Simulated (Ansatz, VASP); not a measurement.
## Ta4O in VASP and in Ansatz

```xyz
5
Lattice="3.7197 0.0000 0.0000 -1.8599 3.2214 0.0000 0.0000 0.0000 6.5481" Properties=species:S:1:pos:R:3 pbc="T T T"
Ta    0.0000    2.1476    5.0115
Ta    0.0000    2.1476    1.5366
Ta    1.8599    1.0738    1.5366
Ta    1.8599    1.0738    5.0115
O     0.0000    0.0000    0.0000
```

Alike in both runs: task single point; functional PBE; k mesh 6 × 6 × 4; occupations gaussian, width 0.1 eV; no spin polarisation.

```csv
,VASP,Ansatz
version,VASP 6.6.1,Ansatz 0.2.0
potentials or method,"VASP PAW PBE potentials, release 64 (Ta_pv, O), cutoff 520 eV","scalar-relativistic, plane waves, PAW"
valence electrons in the cell,50,58
```

```tsv
	VASP	Ansatz	Ansatz less VASP
gap on the k mesh at the Fermi level (eV)	none	none	-
rms of the force components (eV/Å)	0.787	0.780	-0.0076
```

Atom by atom the forces differ by 0.008 eV/Å (rms over components). A gap of «none» marks a metal or a gap that the smearing closes. VASP's potentials hold 50 valence electrons a cell and Ansatz's 58, so a difference there can come from the potentials and not from the codes.

Neither program's run includes spin-orbit coupling.
